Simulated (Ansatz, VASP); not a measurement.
**One calculation of Tl3I2, two programs**

```
CELL_PARAMETERS angstrom
4.81691 0.00000 0.00000
-2.40845 4.17156 0.00000
0.00000 0.00000 10.58534
ATOMIC_POSITIONS crystal
Tl 0.00000 0.00000 0.00000
Tl 0.33333 0.66667 0.59248
Tl 0.66667 0.33333 0.40752
I 0.33333 0.66667 0.20366
I 0.66667 0.33333 0.79634
```

Alike in both runs: functional PBE; k mesh 6 × 6 × 2; occupations gaussian, width 0.1 eV; no spin polarisation.

Ansatz relaxed the structure, and its values are those at the end. VASP's run is a single point on that final structure, the one shown.

|  | VASP | Ansatz |
| --- | --- | --- |
| version | VASP 6.6.1 | Ansatz 0.2.0 |
| potentials or method | VASP PAW PBE potentials, release 64 (Tl_d, I), cutoff 500 eV | scalar-relativistic, plane waves, PAW |
| valence electrons in the cell | 53 | 73 |

```csv
,VASP,Ansatz,Ansatz less VASP
gap on the k mesh at the Fermi level (eV),none,none,-
pressure (GPa),0.1,0.1,+0.02
```

A gap of «none» marks a metal or a gap that the smearing closes. The functional is the same, so the differences come from potentials, cutoffs and numerics. VASP's potentials hold 53 valence electrons a cell and Ansatz's 73, so a difference there can come from the potentials and not from the codes.

Neither program's run includes spin-orbit coupling.
